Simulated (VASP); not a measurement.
# AlCuC4N4 (P-43m) in VASP: further runs

The runs below take AlCuC4N4 through single point, relaxation of cell and atoms, with PBE.

Everything below comes from runs of VASP 6.6.1. Logs are shortened: lines on timing, memory, paths and dates and some standing lists are left out, and cuts for length are marked.

### Step 1. The cell of the first run

The structure is cubic, space group P-43m (No. 215). Conventional cell: a = 5.704 Å, b = 5.704 Å, c = 5.704 Å, α = 90.00°, β = 90.00°, γ = 90.00°. Al (site symmetry -43m) has 4 N at 1.84 Å within 2.4 Å. Within 2.5 Å of Cu (site symmetry -43m) lie 4 C at 1.92 Å. C (site symmetry 3m) has 1 N at 1.17 Å within 1.6 Å. N (site symmetry 3m) has 1 C at 1.17 Å within 1.6 Å.

### Step 2. Single point, PBE

Contents of INCAR:

```
SYSTEM = AlCuC4N4
PREC     = Accurate       ! precision mode
ENCUT    = 520            ! plane-wave cutoff, eV
EDIFF    = 1E-6           ! SCF threshold, eV
ISMEAR   = 0              ! smearing method
SIGMA    = 0.02           ! smearing width, eV
LREAL    = .False.        ! projectors in reciprocal space
LASPH    = .True.         ! aspherical terms in the spheres
NELM     = 100            ! most SCF steps
ALGO     = Normal         ! electronic algorithm
ISIF     = 2              ! what is computed and relaxed
LWAVE    = .False.        ! write WAVECAR
LCHARG   = .True.         ! write CHGCAR
GGA      = PE             ! functional
LELF     = .True.         ! ELF
LVHAR    = .True.       
NBANDS   = 36             ! bands
```

Contents of KPOINTS:

```
Automatic mesh
0
Gamma
  4 4 4
  0 0 0
```

Contents of POSCAR:

```
AlCuC4N4
1.0
    5.7042374320      0.0000000000      0.0000000000
    0.0000000000      5.7042374320      0.0000000000
    0.0000000000      0.0000000000      5.7042374320
Al Cu C N
1 1 4 4
Direct
    0.5000000000      0.5000000000      0.5000000000
    0.0000000000      0.0000000000      0.0000000000
    0.1945135037      0.1945135037      0.1945135037
    0.1945135037      0.8054864963      0.8054864963
    0.8054864963      0.1945135037      0.8054864963
    0.8054864963      0.8054864963      0.1945135037
    0.3133752770      0.3133752770      0.3133752770
    0.3133752770      0.6866247230      0.6866247230
    0.6866247230      0.3133752770      0.6866247230
    0.6866247230      0.6866247230      0.3133752770
```

Potentials or basis: VASP PAW PBE potentials, release 64 (Al, Cu, C, N).

The run is started by

```
> cat potpaw_PBE.64/Al/POTCAR potpaw_PBE.64/Cu/POTCAR potpaw_PBE.64/C/POTCAR potpaw_PBE.64/N/POTCAR > POTCAR
> mpirun -np 1 vasp_std > vasp.out
```

OUTCAR:

```text
SYSTEM = AlCuC4N4
   PREC = Accurate
   ENCUT = 520
   EDIFF = 1E-6
   ISMEAR = 0
   LREAL = .False.
   LASPH = .True.
   NELM = 100
   ISIF = 2
   GGA = PE

 ion  position               nearest neighbor table
   1  0.500  0.500  0.500-   7 1.84   8 1.84   9 1.84  10 1.84
   2  0.000  0.000  0.000-   3 1.92   4 1.92   5 1.92   6 1.92
   3  0.195  0.195  0.195-   7 1.17   2 1.92
   4  0.195  0.805  0.805-   8 1.17   2 1.92
   5  0.805  0.195  0.805-   9 1.17   2 1.92
   6  0.805  0.805  0.195-  10 1.17   2 1.92
   7  0.313  0.313  0.313-   3 1.17   1 1.84
   8  0.313  0.687  0.687-   4 1.17   1 1.84
   9  0.687  0.313  0.687-   5 1.17   1 1.84
  10  0.687  0.687  0.313-   6 1.17   1 1.84

  LATTYP: Found a simple cubic cell.
 ALAT       =     5.7042374320

  Lattice vectors:

 A1 = (   5.7042374320,   0.0000000000,   0.0000000000)
 A2 = (   0.0000000000,   5.7042374320,   0.0000000000)
 A3 = (   0.0000000000,   0.0000000000,   5.7042374320)

Analysis of symmetry for initial positions (statically):
=====================================================================
 Subroutine PRICEL returns:
 Original cell was already a primitive cell.

 Routine SETGRP: Setting up the symmetry group for a
 simple cubic supercell.

 Subroutine GETGRP returns: Found 24 space group operations
 (whereof 24 operations were pure point group operations)
 out of a pool of 48 trial point group operations.

The static configuration has the point symmetry T_d .

Analysis of symmetry for dynamics (positions and initial velocities):
=====================================================================
 Subroutine PRICEL returns:
 Original cell was already a primitive cell.

 Routine SETGRP: Setting up the symmetry group for a
 simple cubic supercell.

 Subroutine GETGRP returns: Found 24 space group operations
 (whereof 24 operations were pure point group operations)
 out of a pool of 48 trial point group operations.

The dynamic configuration has the point symmetry T_d .

 Subroutine INISYM returns: Found 24 space group operations
 (whereof 24 operations are pure point group operations),
 and found     1 'primitive' translations

----------------------------------------------------------------------------------------

                                     Primitive cell

[... 90 lines left out ...]
   NELM   =    100;   NELMIN=  2; NELMDL= -5     # of ELM steps
   EDIFF  = 0.1E-05   stopping-criterion for ELM
   LREAL  =      F    real-space projection
[... 7 lines left out ...]
   TEBEG  =    0.0;   TEEND  =   0.0 temperature during run
   PSTRESS=    0.0 pullay stress
   NELECT =      50.0000    total number of electrons
   NUPDOWN=      -1.0000    fix difference up-down
   EMIN   =  10.00;   EMAX   =-10.00  energy-range for DOS
   EFERMI =   0.00;   METHOD = LEGACY
   ISMEAR =     0;   SIGMA  =   0.02  broadening in eV -4-tet -1-fermi 0-gaus
   EFERMI_NEDOS =   21; number of points for ismear=-14 and -15
   IALGO  =     38    algorithm
   IMIX   =      4    mixing-type and parameters
     AMIX     =   0.40;   BMIX     =  1.00
     AMIX_MAG =   1.60;   BMIX_MAG =  1.00
  volume/ion in A,a.u.               =      18.56       125.25
  Fermi-wavevector in a.u.,A,eV,Ry     =   1.057306  1.998018 15.209889  1.117895
  Thomas-Fermi vector in A             =   2.192574
   LORBIT       =      0    0 simple, 1 ext, 2 COOP (PROOUT), +10 PAW based schemes
   GGA     = PE    functional components
   LHFCALC =     F    Hartree Fock is set to
   AEXX    =    0.0000 exact exchange contribution
   IVDW    =     0    specifies the selected vdW correction
   LEPSILON=     F    determine dielectric tensor
   LRPA    =     F    only Hartree local field effects (RPA)
 non-spin polarized calculation
 Gauss-broadening in eV      SIGMA  =   0.02
  energy-cutoff  :      520.00
  volume of cell :      185.61
 maximum number of plane-waves:      5030
   NGX = 21   NGY = 21   NGZ = 21

 number of electron      49.9999966 magnetization

 Free energy of the ion-electron system (eV)
  ---------------------------------------------------
  ext. energy  EPLUGINS =         0.00000000
  ---------------------------------------------------
  free energy    TOTEN  =       -77.29071023 eV

  energy without entropy =      -77.29071023  energy(sigma->0) =      -77.29071023

 E-fermi :  -0.9857     XC(G=0):  -7.4051

 val. band max:       -1.0968793822   @ k =   0.5000   0.5000   0.0000
 cond. band min:       2.8815157222   @ k =   0.0000   0.0000   0.0000
 fundamental gap:      3.9783951044
 Fermi energy:        -0.9857366559

 k-point     1 :       0.0000    0.0000    0.0000
  band No.  band energies     occupation
      1     -18.4133      2.00000
      2     -18.1645      2.00000
      3     -18.1645      2.00000
      4     -18.1645      2.00000
      5     -10.1767      2.00000
      6      -8.1140      2.00000
[... 379 lines left out ...]
     35       6.9550      0.00000
     36       6.9822      0.00000

------------------------ aborting loop because EDIFF is reached ----------------------------------------

  FORCE on cell =-STRESS in cart. coord.  units (eV):
  Direction    XX          YY          ZZ          XY          YZ          ZX
  --------------------------------------------------------------------------------------
  -------------------------------------------------------------------------------------
  Total        0.5176080      0.5176080      0.5176080      0.0000000      0.0000000      0.0000000
  in kB        4.4680576      4.4680576      4.4680576      0.0000000      0.0000000      0.0000000
  external PRESSURE =       4.4680576 kB  Pullay stress =       0.0000000 kB

 VOLUME and BASIS-vectors are now :
 -----------------------------------------------------------------------------
  energy-cutoff  :      520.00
  volume of cell :      185.61
      direct lattice vectors                 reciprocal lattice vectors
     5.704237432  0.000000000  0.000000000     0.175308271  0.000000000  0.000000000
     0.000000000  5.704237432  0.000000000     0.000000000  0.175308271  0.000000000
     0.000000000  0.000000000  5.704237432     0.000000000  0.000000000  0.175308271

 POSITION                                       TOTAL-FORCE (eV/Angst)
 -----------------------------------------------------------------------------------
      2.85212      2.85212      2.85212         0.000000      0.000000     -0.000000
      0.00000      0.00000      0.00000         0.000000      0.000000     -0.000000
      1.10955      1.10955      1.10955        -0.169092     -0.169092     -0.169092
      1.10955      4.59469      4.59469        -0.169092      0.169092      0.169092
      4.59469      1.10955      4.59469         0.169092     -0.169092      0.169092
      4.59469      4.59469      1.10955         0.169092      0.169092     -0.169092
      1.78757      1.78757      1.78757         0.221435      0.221435      0.221435
      1.78757      3.91667      3.91667         0.221435     -0.221435     -0.221435
      3.91667      1.78757      3.91667        -0.221435      0.221435     -0.221435
      3.91667      3.91667      1.78757        -0.221435     -0.221435      0.221435
 -----------------------------------------------------------------------------------
    total drift:                               -0.000000     -0.000000     -0.000000

  FREE ENERGIE OF THE ION-ELECTRON SYSTEM (eV)
  ---------------------------------------------------
  free  energy   TOTEN  =       -77.2907102303 eV

  energy  without entropy=      -77.2907102303  energy(sigma->0) =      -77.29071023
```

Wall time 62 s (1 thread of Intel Xeon 6975P-C (Granite Rapids), shared host); peak memory 0.28 GiB.

What came out:

| Property | Result |
| --- | --- |
| Free energy | -77.2907 eV |
| Pressure | 0.4 GPa |
| Largest force | 0.384 eV/Å |
| Band gap on the k mesh | 3.98 eV (least direct gap 4.08 eV) |

Forces on the atoms (eV/Å):
```
Al   0.000  0.000  0.000
Cu   0.000  0.000  0.000
C   -0.169 -0.169 -0.169
C   -0.169  0.169  0.169
C    0.169 -0.169  0.169
C    0.169  0.169 -0.169
N    0.221  0.221  0.221
N    0.221 -0.221 -0.221
N   -0.221  0.221 -0.221
N   -0.221 -0.221  0.221
```

Levels at points of the mesh, in eV from the valence-band top:
```
           k point  band 23  band 24  band 25  band 26  band 27  band 28
(0.00, 0.00, 0.00)    -0.27    -0.27    -0.27     3.98     3.98     3.98
(0.50, 0.00, 0.00)    -0.19    -0.03    -0.03     4.10     4.10     4.31
(0.50, 0.50, 0.00)    -0.16     0.00     0.00     4.19     4.42     4.53
(0.50, 0.50, 0.50)    -0.19    -0.19    -0.19     4.42     4.42     4.42
```

A k mesh can miss the band edges.

(Part 1 of 2 ends here.)
